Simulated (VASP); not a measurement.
# CaO3 (Fm-3m) in VASP: single point with PBE

Aim: the single point of CaO3 with PBE.

Everything below comes from runs of VASP 6.6.1. Logs are shortened: lines on timing, memory, paths and dates and some standing lists are left out, and cuts for length are marked.

**1. The cell of the first run**

Symmetry: Fm-3m, No. 225, cubic system. Conventional cell: a = 6.316 Å, b = 6.316 Å, c = 6.316 Å, α = 90.00°, β = 90.00°, γ = 90.00°. Within 3.6 Å of Ca (site symmetry m-3m) lie 14 O at 2.73 to 3.16 Å. Within 3.6 Å of O (site symmetry -43m) lie 4 Ca at 2.73 Å and 10 O at 2.73 to 3.16 Å. O (site symmetry m-3m) has 8 O at 2.73 Å and 6 Ca at 3.16 Å within 3.6 Å.

**2. Single point, PBE**

INCAR

```
SYSTEM = CaO3
  PREC = Accurate
  ENCUT = 520
  EDIFF = 1E-6
  ISMEAR = 0
  SIGMA = 0.1
  LREAL = .FALSE.
  LASPH = .TRUE.
  NELM = 100
  ALGO = Normal
  ISIF = 2
  LWAVE = .FALSE.
  LCHARG = .FALSE.
  GGA = PE
  NBANDS = 22
```

KPOINTS

```
Automatic mesh
0
G
  6 6 6
  0 0 0
```

POSCAR

```
CaO3
1.0
    0.0000000000      3.1579031100      3.1579031100
    3.1579031100      0.0000000000      3.1579031100
    3.1579031100      3.1579031100      0.0000000000
Ca O
1 3
Direct
    0.0000000000      0.0000000000      0.0000000000
    0.7500000000      0.7500000000      0.7500000000
    0.5000000000      0.5000000000      0.5000000000
    0.2500000000      0.2500000000      0.2500000000
```

Potentials or basis: VASP PAW PBE potentials, release 64 (Ca_sv, O).

Run with:

```
$ cat potpaw_PBE.64/Ca_sv/POTCAR potpaw_PBE.64/O/POTCAR > POTCAR
$ mpirun -np 1 vasp_std > vasp.out
```

OUTCAR:

```text
SYSTEM = CaO3
   PREC = Accurate
   ENCUT = 520
   EDIFF = 1E-6
   ISMEAR = 0
   LREAL = .FALSE.
   LASPH = .TRUE.
   NELM = 100
   ISIF = 2
   GGA = PE

 ion  position               nearest neighbor table
   1  0.000  0.000  0.000-
   2  0.750  0.750  0.750-
   3  0.500  0.500  0.500-
   4  0.250  0.250  0.250-

  LATTYP: Found a face centered cubic cell.
 ALAT       =     6.3158062200

  Lattice vectors:

 A1 = (   0.0000000000,   3.1579031100,   3.1579031100)
 A2 = (   3.1579031100,   0.0000000000,   3.1579031100)
 A3 = (   3.1579031100,   3.1579031100,   0.0000000000)

Analysis of symmetry for initial positions (statically):
=====================================================================
 Subroutine PRICEL returns:
 Original cell was already a primitive cell.

 Routine SETGRP: Setting up the symmetry group for a
 face centered cubic supercell.

 Subroutine GETGRP returns: Found 48 space group operations
 (whereof 48 operations were pure point group operations)
 out of a pool of 48 trial point group operations.

The static configuration has the point symmetry O_h .

Analysis of symmetry for dynamics (positions and initial velocities):
=====================================================================
 Subroutine PRICEL returns:
 Original cell was already a primitive cell.

 Routine SETGRP: Setting up the symmetry group for a
 face centered cubic supercell.

 Subroutine GETGRP returns: Found 48 space group operations
 (whereof 48 operations were pure point group operations)
 out of a pool of 48 trial point group operations.

The dynamic configuration has the point symmetry O_h .

 Subroutine INISYM returns: Found 48 space group operations
 (whereof 48 operations are pure point group operations),
 and found     1 'primitive' translations

----------------------------------------------------------------------------------------

                                     Primitive cell

  volume of cell :      62.9834

  direct lattice vectors                    reciprocal lattice vectors
     0.000000000  3.157903110  3.157903110    -0.158332914  0.158332914  0.158332914
     3.157903110  0.000000000  3.157903110     0.158332914 -0.158332914  0.158332914
     3.157903110  3.157903110  0.000000000     0.158332914  0.158332914 -0.158332914

  length of vectors
     4.465949407  4.465949407  4.465949407     0.274240651  0.274240651  0.274240651

  position of ions in fractional coordinates (direct lattice)
     0.000000000  0.000000000  0.000000000
     0.750000000  0.750000000  0.750000000
     0.500000000  0.500000000  0.500000000
     0.250000000  0.250000000  0.250000000

  ion indices of the primitive-cell ions
   primitive index   ion index
                 1           1
                 2           2
                 3           3
                 4           4

----------------------------------------------------------------------------------------

 KPOINTS: Automatic mesh

Automatic generation of k-mesh.
 Grid dimensions read from file:
 generate k-points for:    6    6    6

 Generating k-lattice:

  Cartesian coordinates                     Fractional coordinates (reciprocal lattice)
    -0.026388819  0.026388819  0.026388819     0.166666667  0.000000000  0.000000000
     0.026388819 -0.026388819  0.026388819     0.000000000  0.166666667  0.000000000
     0.026388819  0.026388819 -0.026388819     0.000000000  0.000000000  0.166666667

  Length of vectors
     0.045706775  0.045706775  0.045706775

  Shift w.r.t. Gamma in fractional coordinates (k-lattice)
     0.000000000  0.000000000  0.000000000

 Subroutine IBZKPT returns following result:
 ===========================================

 Found     16 irreducible k-points:

 Following reciprocal coordinates:
            Coordinates               Weight
  0.000000  0.000000  0.000000      1.000000
  0.166667  0.000000  0.000000      8.000000
  0.333333  0.000000  0.000000      8.000000
  0.500000  0.000000  0.000000      4.000000
  0.166667  0.166667  0.000000      6.000000
  0.333333  0.166667  0.000000     24.000000
[... 8 lines left out ...]
 -0.333333  0.333333  0.166667     24.000000
 -0.333333  0.500000  0.166667     12.000000
   k-points           NKPTS =     16   k-points in BZ     NKDIM =     16   number of bands    NBANDS=     22
   number of dos      NEDOS =    301   number of ions     NIONS =      4
   total plane-waves  NPLWV =  46656
   dimension x,y,z NGX =    36 NGY =   36 NGZ =   36
   dimension x,y,z NGXF=    72 NGYF=   72 NGZF=   72
   ions per type =               1   3
   NGX,Y,Z   is equivalent  to a cutoff of  13.40, 13.40, 13.40 a.u.
   NGXF,Y,Z  is equivalent  to a cutoff of  26.80, 26.80, 26.80 a.u.
 SYSTEM =  CaO3
   PREC   = accura    normal or accurate (medium, high low for compatibility)
   ISTART =      0    job   : 0-new  1-cont  2-samecut
   ICHARG =      2    charge: 1-file 2-atom 10-const
   ISPIN  =      1    spin polarized calculation?
   LNONCOLLINEAR =      F non collinear calculations
   LSORBIT =      F    spin-orbit coupling
   LASPH  =      T    aspherical Exc in radial PAW
   ENCUT  =  520.0 eV  38.22 Ry    6.18 a.u.   8.30  8.30  8.30*2*pi/ulx,y,z
   NELM   =    100;   NELMIN=  2; NELMDL= -5     # of ELM steps
   EDIFF  = 0.1E-05   stopping-criterion for ELM
   LREAL  =      F    real-space projection
   EDIFFG = 0.1E-04   stopping-criterion for IOM
   NSW    =      0    number of steps for IOM
   IBRION =     -1    ionic relax: 0-MD 1-quasi-New 2-CG
   NFREE  =      0    steps in history (QN), initial steepest desc. (CG)
   ISIF   =      2    stress and relaxation
   ISYM   =      2    0-nonsym 1-usesym 2-fastsym
   POTIM  = 0.5000    time-step for ionic-motion
   TEBEG  =    0.0;   TEEND  =   0.0 temperature during run
   PSTRESS=    0.0 pullay stress
   NELECT =      28.0000    total number of electrons
   NUPDOWN=      -1.0000    fix difference up-down
   EMIN   =  10.00;   EMAX   =-10.00  energy-range for DOS
   EFERMI =   0.00;   METHOD = LEGACY
   ISMEAR =     0;   SIGMA  =   0.10  broadening in eV -4-tet -1-fermi 0-gaus
   EFERMI_NEDOS =   21; number of points for ismear=-14 and -15
   IALGO  =     38    algorithm
   IMIX   =      4    mixing-type and parameters
     AMIX     =   0.40;   BMIX     =  1.00
     AMIX_MAG =   1.60;   BMIX_MAG =  1.00
  volume/ion in A,a.u.               =      15.75       106.26
  Fermi-wavevector in a.u.,A,eV,Ry     =   1.249450  2.361117 21.240382  1.561124
  Thomas-Fermi vector in A             =   2.383490
   LORBIT       =      0    0 simple, 1 ext, 2 COOP (PROOUT), +10 PAW based schemes
   GGA     = PE    functional components
   LHFCALC =     F    Hartree Fock is set to
   AEXX    =    0.0000 exact exchange contribution
   IVDW    =     0    specifies the selected vdW correction
   LEPSILON=     F    determine dielectric tensor
   LRPA    =     F    only Hartree local field effects (RPA)
 non-spin polarized calculation
 Gauss-broadening in eV      SIGMA  =   0.10
  energy-cutoff  :      520.00
  volume of cell :       62.98
 maximum number of plane-waves:      1714
 NGX is ok and might be reduce to    36
   NGX = 17   NGY = 17   NGZ = 17

 number of electron      28.0000012 magnetization

 Free energy of the ion-electron system (eV)
  ---------------------------------------------------
  ext. energy  EPLUGINS =         0.00000000
  ---------------------------------------------------
  free energy    TOTEN  =       -16.82325398 eV

  energy without entropy =      -16.75702912  energy(sigma->0) =      -16.79014155

 E-fermi :  -0.6416     XC(G=0):  -9.2702

 val. band max:       -0.6522151047   @ k =   0.5000   0.5000   0.0000
 cond. band min:      -0.6303753367   @ k =   0.5000   0.0000   0.0000
 fundamental gap:      0.0218397680
 Fermi energy:        -0.6416103596

 k-point     1 :       0.0000    0.0000    0.0000
  band No.  band energies     occupation
      1     -39.4514      2.00000
      2     -20.3774      2.00000
      3     -20.3774      2.00000
      4     -20.3774      2.00000
      5     -17.1780      2.00000
      6     -15.8349      2.00000
[... 14 lines left out ...]
     21       7.0890      0.00000
     22       7.0890      0.00000

 k-point     2 :       0.1667    0.0000    0.0000
  band No.  band energies     occupation
      1     -39.4507      2.00000
      2     -20.4034      2.00000
      3     -20.3789      2.00000
      4     -20.3789      2.00000
      5     -17.0778      2.00000
      6     -15.8757      2.00000
[... 14 lines left out ...]
     21       7.0457      0.00000
     22       7.0457      0.00000

 k-point     3 :       0.3333    0.0000    0.0000
  band No.  band energies     occupation
      1     -39.4494      2.00000
      2     -20.4519      2.00000
      3     -20.3820      2.00000
      4     -20.3820      2.00000
      5     -16.8516      2.00000
      6     -16.0159      2.00000
[... 14 lines left out ...]
     21       6.9599      0.00000
     22       7.8453      0.00000

 k-point     4 :       0.5000    0.0000    0.0000
  band No.  band energies     occupation
      1     -39.4487      2.00000
      2     -20.4748      2.00000
      3     -20.3835      2.00000
      4     -20.3835      2.00000
      5     -16.7040      2.00000
      6     -16.1397      2.00000
[... 14 lines left out ...]
     21       6.9212      0.00000
     22       9.0662      0.00000

 k-point     5 :       0.1667    0.1667    0.0000
  band No.  band energies     occupation
      1     -39.4505      2.00000
      2     -20.4071      2.00000
      3     -20.3814      2.00000
      4     -20.3814      2.00000
      5     -17.0461      2.00000
      6     -15.8851      2.00000
[... 14 lines left out ...]
     21       7.0176      0.00000
     22       7.0176      0.00000

 k-point     6 :       0.3333    0.1667    0.0000
  band No.  band energies     occupation
      1     -39.4494      2.00000
      2     -20.4408      2.00000
      3     -20.3882      2.00000
      4     -20.3850      2.00000
      5     -16.8671      2.00000
      6     -15.9645      2.00000
[... 14 lines left out ...]
     21       6.9423      0.00000
     22       7.7061      0.00000

 k-point     7 :       0.5000    0.1667    0.0000
  band No.  band energies     occupation
      1     -39.4485      2.00000
      2     -20.4632      2.00000
      3     -20.3986      2.00000
      4     -20.3860      2.00000
      5     -16.6880      2.00000
      6     -16.0991      2.00000
[... 14 lines left out ...]
     21       6.8958      0.00000
     22       8.9545      0.00000

 k-point     8 :      -0.3333    0.1667    0.0000
  band No.  band energies     occupation
      1     -39.4487      2.00000
      2     -20.4556      2.00000
      3     -20.4009      2.00000
      4     -20.3835      2.00000
      5     -16.7369      2.00000
      6     -16.0530      2.00000
[... 14 lines left out ...]
     21       6.9229      0.00000
     22       8.6099      0.00000

 k-point     9 :      -0.1667    0.1667    0.0000
  band No.  band energies     occupation
      1     -39.4499      2.00000
      2     -20.4279      2.00000
      3     -20.3897      2.00000
      4     -20.3800      2.00000
      5     -16.9386      2.00000
      6     -15.9256      2.00000
[... 14 lines left out ...]
     21       6.9985      0.00000
     22       7.4112      0.00000

 k-point    10 :       0.3333    0.3333    0.0000
  band No.  band energies     occupation
      1     -39.4487      2.00000
      2     -20.4567      2.00000
      3     -20.3895      2.00000
      4     -20.3895      2.00000
      5     -16.7630      2.00000
      6     -15.9818      2.00000
[... 14 lines left out ...]
     21       6.8928      0.00000
     22       8.1758      0.00000

 k-point    11 :       0.5000    0.3333    0.0000
  band No.  band energies     occupation
      1     -39.4481      2.00000
      2     -20.4639      2.00000
      3     -20.4041      2.00000
      4     -20.3910      2.00000
      5     -16.6313      2.00000
      6     -16.0545      2.00000
[... 14 lines left out ...]
     21       6.8556      0.00000
     22       9.0446      0.00000

 k-point    12 :      -0.3333    0.3333    0.0000
  band No.  band energies     occupation
      1     -39.4481      2.00000
      2     -20.4397      2.00000
      3     -20.4336      2.00000
      4     -20.3880      2.00000
      5     -16.6216      2.00000
      6     -16.0466      2.00000
[... 14 lines left out ...]
     21       6.8680      0.00000
     22       9.2661      0.00000

 k-point    13 :       0.5000    0.5000    0.0000
  band No.  band energies     occupation
      1     -39.4478      2.00000
      2     -20.4773      2.00000
      3     -20.3935      2.00000
      4     -20.3935      2.00000
      5     -16.5901      2.00000
      6     -16.0791      2.00000
[... 14 lines left out ...]
     21       6.8386      0.00000
     22       9.2452      0.00000

 k-point    14 :       0.5000    0.3333    0.1667
  band No.  band energies     occupation
      1     -39.4485      2.00000
      2     -20.4514      2.00000
      3     -20.4062      2.00000
      4     -20.3882      2.00000
      5     -16.7124      2.00000
      6     -16.0040      2.00000
[... 14 lines left out ...]
     21       6.8960      0.00000
     22       8.6430      0.00000

 k-point    15 :      -0.3333    0.3333    0.1667
  band No.  band energies     occupation
      1     -39.4481      2.00000
      2     -20.4476      2.00000
      3     -20.4227      2.00000
      4     -20.3911      2.00000
      5     -16.6197      2.00000
      6     -16.0759      2.00000
[... 14 lines left out ...]
     21       6.8674      0.00000
     22       9.2753      0.00000

 k-point    16 :      -0.3333    0.5000    0.1667
  band No.  band energies     occupation
      1     -39.4478      2.00000
      2     -20.4564      2.00000
      3     -20.4145      2.00000
      4     -20.3958      2.00000
      5     -16.5837      2.00000
      6     -16.0671      2.00000
[... 14 lines left out ...]
     21       6.8483      0.00000
     22       9.3525      0.00000

------------------------ aborting loop because EDIFF is reached ----------------------------------------

  FORCE on cell =-STRESS in cart. coord.  units (eV):
  Direction    XX          YY          ZZ          XY          YZ          ZX
  --------------------------------------------------------------------------------------
  -------------------------------------------------------------------------------------
  Total       -6.1255829     -6.1255829     -6.1255829      0.0000000      0.0000000      0.0000000
  in kB     -155.8230146   -155.8230146   -155.8230146      0.0000000      0.0000000      0.0000000
  external PRESSURE =    -155.8230146 kB  Pullay stress =       0.0000000 kB

 VOLUME and BASIS-vectors are now :
 -----------------------------------------------------------------------------
  energy-cutoff  :      520.00
  volume of cell :       62.98
      direct lattice vectors                 reciprocal lattice vectors
     0.000000000  3.157903110  3.157903110    -0.158332914  0.158332914  0.158332914
     3.157903110  0.000000000  3.157903110     0.158332914 -0.158332914  0.158332914
     3.157903110  3.157903110  0.000000000     0.158332914  0.158332914 -0.158332914

 POSITION                                       TOTAL-FORCE (eV/Angst)
 -----------------------------------------------------------------------------------
      0.00000      0.00000      0.00000         0.000000      0.000000      0.000000
      4.73685      4.73685      4.73685         0.000000     -0.000000      0.000000
      3.15790      3.15790      3.15790         0.000000      0.000000      0.000000
      1.57895      1.57895      1.57895        -0.000000     -0.000000     -0.000000
 -----------------------------------------------------------------------------------
    total drift:                                0.000000      0.000000      0.000000

  FREE ENERGIE OF THE ION-ELECTRON SYSTEM (eV)
  ---------------------------------------------------
  free  energy   TOTEN  =       -16.8232539838 eV

  energy  without entropy=      -16.7570291156  energy(sigma->0) =      -16.79014155
```

Run time: 19 s. Hardware: 1 thread of Intel Xeon Platinum 8559C (Emerald Rapids), shared host; peak memory 0.2 GiB.

What came out:

- Free energy: -16.8233 eV
- Pressure: -15.6 GPa
- Band gap on the k mesh: zero (band 14 reaches -0.48 eV, above the bottom of band 15 at -0.63 eV)
